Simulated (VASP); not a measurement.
# Cd2S (P3m1) in VASP: notebook

Cd2S is run at these levels: PBE-based screened hybrid with 5 % exact exchange, PBE-based screened hybrid with 10 % exact exchange; tasks: single point.

Everything below comes from runs of VASP 6.6.1. Logs are shortened: lines on timing, memory, paths and dates and some standing lists are left out, and cuts for length are marked.

## Step 1: The cell of the first run

It takes space group P3m1 (No. 156, trigonal). The conventional cell has a = 3.963 Å, b = 3.963 Å, c = 5.809 Å, α = 90.00°, β = 90.00°, γ = 120.00°. Cd (site symmetry 3m) has 2 S at 2.52 to 3.29 Å and 3 Cd at 3.08 Å within 3.3 Å. Within 3.4 Å of Cd (site symmetry 3m) lie 3 S at 2.60 Å and 3 Cd at 3.08 Å. S (site symmetry 3m) has 5 Cd at 2.52 to 3.29 Å within 3.3 Å.

## Step 2: Single point, PBE-based screened hybrid with 5 % exact exchange

The input, POSCAR:

```
Cd2S
1.0
    3.9626700490      0.0000000000      0.0000000000
   -1.9813350245      3.4317729293      0.0000000000
    0.0000000000      0.0000000000      5.8091920000
Cd S
2 1
Direct
    0.3333333333      0.6666666667      0.9327170000
    0.6666666667      0.3333333333      0.5787350000
    0.3333333333      0.6666666667      0.3657050000
```

The input, INCAR.step1:

```
SYSTEM = Cd2S
PREC = Accurate ; ENCUT = 520
EDIFF = 1E-5 ; ISMEAR = -1
SIGMA = 0.05 ; LREAL = .False.
LASPH = .True. ; NELM = 60
ALGO = Normal ; ISIF = 2
LWAVE = .True. ; NBANDS = 22
GGA = PE
```

The input, INCAR.step2:

```
SYSTEM = Cd2S
PREC = Accurate ; ENCUT = 520
EDIFF = 1E-7 ; ISMEAR = -1
SIGMA = 0.05 ; LREAL = .False.
LASPH = .True. ; NELM = 60
ALGO = Normal ; ISIF = 2
LWAVE = .False. ; LCHARG = .True.
GGA = PE ; LHFCALC = .True.
AEXX = 0.05 ; HFSCREEN = 0.2
PRECFOCK = Normal ; LELF = .True.
LVHAR = .True. ; NBANDS = 22
ISTART = 1
```

The input, KPOINTS:

```
Automatic mesh
0
Gamma
  4 4 3
  0 0 0
```

Potentials or basis: VASP PAW PBE potentials, release 64 (Cd, S).

Command:

```
> cat potpaw_PBE.64/Cd/POTCAR potpaw_PBE.64/S/POTCAR > POTCAR
> cp INCAR.step1 INCAR
> mpirun -np 1 vasp_std > vasp.out
> cp INCAR.step2 INCAR
> mpirun -np 1 vasp_std > vasp.out
```

OUTCAR:

```text
SYSTEM = Cd2S
   PREC = Accurate
   ENCUT = 520
   EDIFF = 1E-7
   ISMEAR = -1
   LREAL = .False.
   LASPH = .True.
   NELM = 60
   ISIF = 2
   GGA = PE
   LHFCALC = .True.
   AEXX = 0.05
   HFSCREEN = 0.2
   PRECFOCK = Normal
   ISTART = 1

 ion  position               nearest neighbor table
   1  0.333  0.667  0.933-   3 2.52   2 3.08   2 3.08   2 3.08
   2  0.667  0.333  0.579-   3 2.60   3 2.60   3 2.60   1 3.08   1 3.08   1 3.08
   3  0.333  0.667  0.366-   1 2.52   2 2.60   2 2.60   2 2.60

  LATTYP: Found a hexagonal cell.
 ALAT       =     3.9626700490
 C/A-ratio  =     1.4659792332

  Lattice vectors:

 A1 = (   3.9626700490,   0.0000000000,   0.0000000000)
 A2 = (  -1.9813350245,   3.4317729293,   0.0000000000)
 A3 = (   0.0000000000,   0.0000000000,   5.8091920000)

Analysis of symmetry for initial positions (statically):
=====================================================================
 Subroutine PRICEL returns:
 Original cell was already a primitive cell.

 Routine SETGRP: Setting up the symmetry group for a
 hexagonal supercell.

 Subroutine GETGRP returns: Found  6 space group operations
 (whereof  6 operations were pure point group operations)
 out of a pool of 24 trial point group operations.

The static configuration has the point symmetry C_3v.

Analysis of symmetry for dynamics (positions and initial velocities):
=====================================================================
 Subroutine PRICEL returns:
 Original cell was already a primitive cell.

 Routine SETGRP: Setting up the symmetry group for a
 hexagonal supercell.

 Subroutine GETGRP returns: Found  6 space group operations
 (whereof  6 operations were pure point group operations)
 out of a pool of 24 trial point group operations.

The dynamic configuration has the point symmetry C_3v.

 Subroutine INISYM returns: Found  6 space group operations
 (whereof  6 operations are pure point group operations),
 and found     1 'primitive' translations

----------------------------------------------------------------------------------------

                                     Primitive cell

  volume of cell :      78.9991

  direct lattice vectors                    reciprocal lattice vectors
     3.962670049  0.000000000  0.000000000     0.252355101  0.145697285  0.000000000
    -1.981335025  3.431772929  0.000000000     0.000000000  0.291394571  0.000000000
     0.000000000  0.000000000  5.809192000     0.000000000  0.000000000  0.172140979

  length of vectors
     3.962670049  3.962670049  5.809192000     0.291394571  0.291394571  0.172140979

  position of ions in fractional coordinates (direct lattice)
     0.333333333  0.666666667  0.932717000
     0.666666667  0.333333333  0.578735000
     0.333333333  0.666666667  0.365705000

  ion indices of the primitive-cell ions
   primitive index   ion index
                 1           1
                 2           2
                 3           3

----------------------------------------------------------------------------------------

 KPOINTS: Automatic mesh

Automatic generation of k-mesh.
 Grid dimensions read from file:
 generate k-points for:    4    4    3

 Generating k-lattice:

  Cartesian coordinates                     Fractional coordinates (reciprocal lattice)
     0.063088775  0.036424321  0.000000000     0.250000000 -0.000000000  0.000000000
     0.000000000  0.072848643  0.000000000     0.000000000  0.250000000  0.000000000
     0.000000000  0.000000000  0.057380326     0.000000000  0.000000000  0.333333333

  Length of vectors
     0.072848643  0.072848643  0.057380326

  Shift w.r.t. Gamma in fractional coordinates (k-lattice)
     0.000000000  0.000000000  0.000000000

 Subroutine IBZKPT returns following result:
 ===========================================

 Found      9 irreducible k-points:

 Following reciprocal coordinates:
            Coordinates               Weight
  0.000000  0.000000  0.000000      1.000000
  0.250000 -0.000000  0.000000      6.000000
  0.500000 -0.000000  0.000000      3.000000
  0.250000  0.250000  0.000000      6.000000
  0.000000  0.000000  0.333333      2.000000
  0.250000 -0.000000  0.333333      6.000000
  0.000000  0.250000  0.333333      6.000000
  0.500000 -0.000000  0.333333      6.000000
  0.250000  0.250000  0.333333     12.000000
   k-points           NKPTS =      9   k-points in BZ     NKDIM =     48   number of bands    NBANDS=     22
   number of dos      NEDOS =    301   number of ions     NIONS =      3
   total plane-waves  NPLWV =  43200
   dimension x,y,z NGX =    30 NGY =   30 NGZ =   48
   dimension x,y,z NGXF=    60 NGYF=   60 NGZF=   96
   ions per type =               2   1
   NGX,Y,Z   is equivalent  to a cutoff of  12.59, 12.59, 13.74 a.u.
   NGXF,Y,Z  is equivalent  to a cutoff of  25.17, 25.17, 27.47 a.u.
 SYSTEM =  Cd2S
   PREC   = accura    normal or accurate (medium, high low for compatibility)
   ISTART =      1    job   : 0-new  1-cont  2-samecut
   ICHARG =      0    charge: 1-file 2-atom 10-const
   ISPIN  =      1    spin polarized calculation?
   LNONCOLLINEAR =      F non collinear calculations
   LSORBIT =      F    spin-orbit coupling
   LASPH  =      T    aspherical Exc in radial PAW
   ENCUT  =  520.0 eV  38.22 Ry    6.18 a.u.   7.37  7.37 10.80*2*pi/ulx,y,z
   NELM   =     60;   NELMIN=  2; NELMDL=  0     # of ELM steps
   EDIFF  = 0.1E-06   stopping-criterion for ELM
   LREAL  =      F    real-space projection
   EDIFFG = 0.1E-05   stopping-criterion for IOM
   NSW    =      0    number of steps for IOM
   IBRION =     -1    ionic relax: 0-MD 1-quasi-New 2-CG
   NFREE  =      0    steps in history (QN), initial steepest desc. (CG)
   ISIF   =      2    stress and relaxation
   ISYM   =      3    0-nonsym 1-usesym 2-fastsym
   POTIM  = 0.5000    time-step for ionic-motion
   TEBEG  =    0.0;   TEEND  =   0.0 temperature during run
   PSTRESS=    0.0 pullay stress
   NELECT =      30.0000    total number of electrons
   NUPDOWN=      -1.0000    fix difference up-down
   EMIN   =  10.00;   EMAX   =-10.00  energy-range for DOS
   EFERMI =   0.00;   METHOD = LEGACY
   ISMEAR =    -1;   SIGMA  =   0.05  broadening in eV -4-tet -1-fermi 0-gaus
   EFERMI_NEDOS =   21; number of points for ismear=-14 and -15
   IALGO  =     38    algorithm
   IMIX   =      1    mixing-type and parameters
     AMIX     =   0.40;   BMIX     =  1.00
     AMIX_MAG =   1.60;   BMIX_MAG =  1.00
  volume/ion in A,a.u.               =      26.33       177.70
  Fermi-wavevector in a.u.,A,eV,Ry     =   1.185517  2.240303 19.122322  1.405451
  Thomas-Fermi vector in A             =   2.321709
   LORBIT       =      0    0 simple, 1 ext, 2 COOP (PROOUT), +10 PAW based schemes
   GGA     = PE    functional components
   LHFCALC =     T    Hartree Fock is set to
   PRECFOCK=normal    Normal, Fast or Accurate (Low or Medium for compatibility)
   ENCUT4O =  -1.0   cutoff for four orbital integrals eV
   NKREDX  =     1    reduce k-point grid by
   NKREDY  =     1    reduce k-point grid by
   NKREDZ  =     1    reduce k-point grid by
   AEXX    =    0.0500 exact exchange contribution
   HFSCREEN=    0.2000 screening length (either q_TF or 0.3 A-1)
   HFSCREENC=   0.2000 screening length for correlation (either q_TF or 0.3 A-1)
   ENCUTFOCK=  -1.0 apply spherical cutoff to Coloumb kernel
   IVDW    =     0    specifies the selected vdW correction
   LEPSILON=     F    determine dielectric tensor
   LRPA    =     F    only Hartree local field effects (RPA)
 non-spin polarized calculation
  energy-cutoff  :      520.00
  volume of cell :       79.00
 maximum number of plane-waves:      2151
 NGX is ok and might be reduce to    30
  NGX = 24; NGY = 24; NGZ = 36

 number of electron      29.9999999 magnetization

 Free energy of the ion-electron system (eV)
  ---------------------------------------------------
  ext. energy  EPLUGINS =         0.00000000
  ---------------------------------------------------
  free energy    TOTEN  =        -6.55197063 eV

  energy without entropy =       -6.55195270  energy(sigma->0) =       -6.55196167

 E-fermi :   1.4825     XC(G=0):  -8.9786

 val. band max:        0.9673924281   @ k =   0.2500   0.2500   0.3333
 cond. band min:       1.9291893815   @ k =   0.5000  -0.0000   0.0000
 fundamental gap:      0.9617969534
 Fermi energy:         1.4824786438

 k-point     1 :       0.0000    0.0000    0.0000
  band No.  band energies     occupation
      1     -11.6432      2.00000
      2      -7.3852      2.00000
      3      -7.3852      2.00000
      4      -7.2873      2.00000
      5      -7.2873      2.00000
      6      -7.2097      2.00000
[... 14 lines left out ...]
     21       9.8158      0.00000
     22      11.4520      0.00000

 k-point     2 :       0.2500   -0.0000    0.0000
  band No.  band energies     occupation
      1     -11.4638      2.00000
      2      -7.3960      2.00000
      3      -7.3834      2.00000
      4      -7.2849      2.00000
      5      -7.1759      2.00000
      6      -7.1366      2.00000
[... 14 lines left out ...]
     21       9.7802      0.00000
     22      10.1867      0.00000

 k-point     3 :       0.5000   -0.0000    0.0000
  band No.  band energies     occupation
      1     -11.2820      2.00000
      2      -7.4005      2.00000
      3      -7.3594      2.00000
      4      -7.3167      2.00000
      5      -7.1317      2.00000
      6      -7.0445      2.00000
[... 14 lines left out ...]
     21       9.3252      0.00000
     22      10.0419      0.00000
[... 101 lines left out ...]
 k-point     8 :       0.5000   -0.0000    0.3333
  band No.  band energies     occupation
      1     -11.2061      2.00000
      2      -7.5134      2.00000
      3      -7.3556      2.00000
      4      -7.3178      2.00000
      5      -7.2459      2.00000
      6      -7.0454      2.00000
[... 14 lines left out ...]
     21       9.2538      0.00000
     22      10.8625      0.00000

 k-point     9 :       0.2500    0.2500    0.3333
  band No.  band energies     occupation
      1     -11.2075      2.00000
      2      -7.4769      2.00000
      3      -7.4025      2.00000
      4      -7.2833      2.00000
      5      -7.2402      2.00000
      6      -7.1036      2.00000
[... 14 lines left out ...]
     21       9.4067      0.00000
     22      10.4338      0.00000

------------------------ aborting loop because EDIFF is reached ----------------------------------------

  FORCE on cell =-STRESS in cart. coord.  units (eV):
  Direction    XX          YY          ZZ          XY          YZ          ZX
  --------------------------------------------------------------------------------------
  -------------------------------------------------------------------------------------
  Total       -0.1618258     -0.1618258     -0.1360014      0.0000000     -0.0000000     -0.0000000
  in kB       -3.2819817     -3.2819817     -2.7582377      0.0000000     -0.0000000     -0.0000000
  external PRESSURE =      -3.1074004 kB  Pullay stress =       0.0000000 kB

 VOLUME and BASIS-vectors are now :
 -----------------------------------------------------------------------------
  energy-cutoff  :      520.00
  volume of cell :       79.00
      direct lattice vectors                 reciprocal lattice vectors
     3.962670049  0.000000000  0.000000000     0.252355101  0.145697285  0.000000000
    -1.981335025  3.431772929  0.000000000     0.000000000  0.291394571  0.000000000
     0.000000000  0.000000000  5.809192000     0.000000000  0.000000000  0.172140979

 POSITION                                       TOTAL-FORCE (eV/Angst)
 -----------------------------------------------------------------------------------
     -0.00000      2.28785      5.41833         0.000000      0.000000      0.053755
      1.98134      1.14392      3.36198        -0.000000      0.000000     -0.070613
     -0.00000      2.28785      2.12445        -0.000000      0.000000      0.016858
 -----------------------------------------------------------------------------------
    total drift:                               -0.000001      0.000000     -0.000589

  FREE ENERGIE OF THE ION-ELECTRON SYSTEM (eV)
  ---------------------------------------------------
  free  energy   TOTEN  =        -6.5519706308 eV

  energy  without entropy=       -6.5519527038  energy(sigma->0) =       -6.55196167
```

Run time: 42 min. Hardware: 1 thread of Oxide Virtual Turin-like, shared host; peak memory 0.29 GiB.

Results:

| Property | Result |
| --- | --- |
| Free energy | -6.5520 eV |
| Pressure | -0.3 GPa |
| Largest force | 0.071 eV/Å |
| Band gap on the k mesh | 0.96 eV (least direct gap 1.55 eV) |

Forces on the atoms (eV/Å):
```
Cd   0.000  0.000  0.054
Cd   0.000  0.000 -0.071
S    0.000  0.000  0.017
```

Caveat: the k points lie up to 0.46 Å⁻¹ apart; the PAW data sets were made with another functional, which shifts forces and pressure a little.

## Step 3: Single point, PBE-based screened hybrid with 10 % exact exchange

POSCAR is that of step 2.

The input, INCAR.step1:

```
SYSTEM = Cd2S
PREC     = Accurate       ! precision mode
ENCUT    = 520            ! plane-wave cutoff, eV
EDIFF    = 1E-5           ! SCF threshold, eV
ISMEAR   = -1             ! smearing method
SIGMA    = 0.05           ! smearing width, eV
LREAL    = .False.        ! projectors in reciprocal space
LASPH    = .True.         ! aspherical terms in the spheres
NELM     = 60             ! most SCF steps
ALGO     = Normal         ! electronic algorithm
ISIF     = 2              ! what is computed and relaxed
LWAVE    = .True.         ! write WAVECAR
LCHARG   = .False.        ! write CHGCAR
NBANDS   = 22             ! bands
GGA      = PE             ! functional
```

The input, INCAR.step2:

```
SYSTEM = Cd2S
PREC     = Accurate       ! precision mode
ENCUT    = 520            ! plane-wave cutoff, eV
EDIFF    = 1E-7           ! SCF threshold, eV
ISMEAR   = -1             ! smearing method
SIGMA    = 0.05           ! smearing width, eV
LREAL    = .False.        ! projectors in reciprocal space
LASPH    = .True.         ! aspherical terms in the spheres
NELM     = 60             ! most SCF steps
ALGO     = Normal         ! electronic algorithm
ISIF     = 2              ! what is computed and relaxed
LWAVE    = .False.        ! write WAVECAR
LCHARG   = .False.        ! write CHGCAR
GGA      = PE             ! functional
LHFCALC  = .True.         ! exact exchange
AEXX     = 0.1            ! exact-exchange fraction
HFSCREEN = 0.2            ! screening, 1/A
PRECFOCK = Normal       
NBANDS   = 22             ! bands
ISTART   = 1
```

The input, KPOINTS:

```
regular mesh
0
Gamma
  4 4 3
  0 0 0
```

Potentials or basis: VASP PAW PBE potentials, release 64 (Cd, S).

Command:

```
> cat potpaw_PBE.64/Cd/POTCAR potpaw_PBE.64/S/POTCAR > POTCAR
> cp INCAR.step1 INCAR
> mpirun -np 1 vasp_std > vasp.out
> cp INCAR.step2 INCAR
> mpirun -np 1 vasp_std > vasp.out
```

Run time: 48 min. Hardware: 1 thread of Oxide Virtual Turin-like, shared host; peak memory 0.28 GiB.

Results (log left out):

| Property | Result |
| --- | --- |
| Free energy | -6.8510 eV |
| Pressure | -0.5 GPa |
| Largest force | 0.109 eV/Å |
| Band gap on the k mesh | 1.00 eV (least direct gap 1.62 eV) |

Forces in eV/Å, atoms in the order of the input:
```
Cd   0.000  0.000  0.082
Cd   0.000  0.000 -0.109
S    0.000  0.000  0.027
```

Levels at points of the mesh, in eV from the valence-band top:
```
           k point  band 13  band 14  band 15  band 16  band 17  band 18
(0.00, 0.00, 0.00)    -3.51    -0.50    -0.50     3.89     5.72     7.52
(0.50, 0.00, 0.00)    -2.82    -1.40    -0.85     1.00     3.80     5.36
```

Caveat: the k points lie up to 0.46 Å⁻¹ apart; the PAW data sets were made with another functional, which shifts forces and pressure a little.
